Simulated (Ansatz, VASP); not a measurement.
Ga2O3 in VASP and in Ansatz

POSCAR

```
Ga2O3
1.0
    2.4922622641      1.4389082890      4.4806364994
   -2.4922622641      1.4389082890      4.4806364994
    0.0000000000     -2.8778165781      4.4806364994
Ga O
4 6
Direct
    0.3554263352      0.3554263352      0.3554263352
    0.1445736648      0.1445736648      0.1445736648
    0.6445736648      0.6445736648      0.6445736648
    0.8554263352      0.8554263352      0.8554263352
    0.5536335029      0.9463664971      0.2500000000
    0.2500000000      0.5536335029      0.9463664971
    0.9463664971      0.2500000000      0.5536335029
    0.4463664971      0.0536335029      0.7500000000
    0.7500000000      0.4463664971      0.0536335029
    0.0536335029      0.7500000000      0.4463664971
```

Contents of INCAR.step1:

```
ALGO = Normal ; EDIFF = 1E-4
ENCUT = 520 ; GGA = PE
ISMEAR = 0 ; LASPH = T
LCHARG = F ; LREAL = F
LWAVE = T ; NBANDS = 55
NELM = 60 ; PREC = Accurate
SIGMA = 0.01
```

File INCAR.step2:

```
ALGO = Normal ; EDIFF = 1E-7
ENCUT = 520 ; ISIF = 2
ISMEAR = 0 ; ISTART = 1
LASPH = T ; LCHARG = F
LMIXTAU = T ; LREAL = F
LWAVE = F ; METAGGA = R2SCAN
NBANDS = 55 ; NELM = 60
PREC = Accurate ; SIGMA = 0.01
```

File KPOINTS:

```
k-points
0
Gamma
  6 6 6
```

Input for Ansatz:

```yaml
crystal:
  lattice:
    - [2.4922622641, 1.438908289, 4.4806364994]
    - [-2.4922622641, 1.438908289, 4.4806364994]
    - [0.0, -2.8778165781, 4.4806364994]
  atoms:
    - { symbol: Ga, position: [0.3554263352, 0.3554263352, 0.3554263352] }
    - { symbol: Ga, position: [0.1445736648, 0.1445736648, 0.1445736648] }
    - { symbol: Ga, position: [0.6445736648, 0.6445736648, 0.6445736648] }
    - { symbol: Ga, position: [0.8554263352, 0.8554263352, 0.8554263352] }
    - { symbol: O, position: [0.5536335029, 0.9463664971, 0.25] }
    - { symbol: O, position: [0.25, 0.5536335029, 0.9463664971] }
    - { symbol: O, position: [0.9463664971, 0.25, 0.5536335029] }
    - { symbol: O, position: [0.4463664971, 0.0536335029, 0.75] }
    - { symbol: O, position: [0.75, 0.4463664971, 0.0536335029] }
    - { symbol: O, position: [0.0536335029, 0.75, 0.4463664971] }
kpoints:
  mp_grid: { grid: [6, 6, 6] }
  band_path:
    path:
      - [0.0, 0.0, 0.0]
      - [0.5, 0.5, 0.5]
      - [0.7645797172, 0.2354202828, 0.5]
      - [0.5, -0.2354202828, 0.2354202828]
      - [0.5, 0.0, 0.0]
      - [0.3677101414, -0.3677101414, 0.0]
      - [0.6322898586, 0.0, 0.3677101414]
      - [0.5, 0.0, 0.5]
      - [0.0, 0.166667, -0.166667]
    npoints: 1
hamiltonian:
  xc: r2scan
scf:
  occupations: { method: fixed }
  n_extra_bands: 6
output:
  forces: true
  stress: true
  eigenvalues: true
  write_density: true
  write_potential: true
  elf: true
  volumetric_format: npy
```

Alike in both runs: task single point; functional r2SCAN; k mesh 6 × 6 × 6; no spin polarisation.

```csv
,VASP,Ansatz
version,VASP 6.6.1,Ansatz 0.2.0
potentials or method,"VASP PAW PBE potentials, release 64 (Ga_d, O)","plane waves, PAW"
plane-wave cutoff (eV),520,500
occupations,"gaussian, width 0.01 eV",fixed
valence electrons in the cell,88,88
```

```tsv
	VASP	Ansatz	Ansatz less VASP
gap on the k mesh at the Fermi level (eV)	3.54	3.55	+0.007
pressure (GPa)	1.9	0.0	-1.91
traceless stress, the component that is largest in VASP (GPa)	-0.45	-0.02	+0.433
rms of the force components (eV/Å)	0.022	0.002	-0.0203
```

VASP's potentials were made for PBE, not for r2SCAN. Atom by atom the forces differ by 0.021 eV/Å (rms over components).
